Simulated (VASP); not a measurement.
A run of VASP 6.6.1:

INCAR

```
SYSTEM = Se
PREC = Accurate ; ENCUT = 520
EDIFF = 1E-6 ; ISMEAR = -1
SIGMA = 0.03 ; LREAL = .FALSE.
LASPH = .TRUE. ; NELM = 100
ALGO = Normal ; ISIF = 2
LWAVE = .FALSE. ; LCHARG = .FALSE.
GGA = PS ; NBANDS = 16
```

KPOINTS

```
Automatic mesh
0
G
  4 4 4
  0 0 0
```

The input POSCAR:

```
Se
1.0
    4.3662000000      0.0000000000      0.0000000000
   -2.1831000000      3.7812401180      0.0000000000
    0.0000000000      0.0000000000      4.9536000000
Se
3
Direct
    0.7746000000      0.7746000000      0.0000000000
    0.0000000000      0.2254000000      0.6666666667
    0.2254000000      0.0000000000      0.3333333333
```

Potentials or basis: VASP PAW PBE potentials, release 64 (Se).

Run with:

```sh
$ cat potpaw_PBE.64/Se/POTCAR > POTCAR
$ mpirun -np 1 vasp_std > vasp.out
```

Hardware: 1 thread of Intel(R) Xeon(R) 6975P-C (Granite Rapids), on a shared host.

How long does it take, and how much memory?

It took 6.9 s on 1 thread of Intel(R) Xeon(R) 6975P-C (Granite Rapids) (shared host), peak memory 0.19 GiB. Counts: scf iterations 12, k points 13.
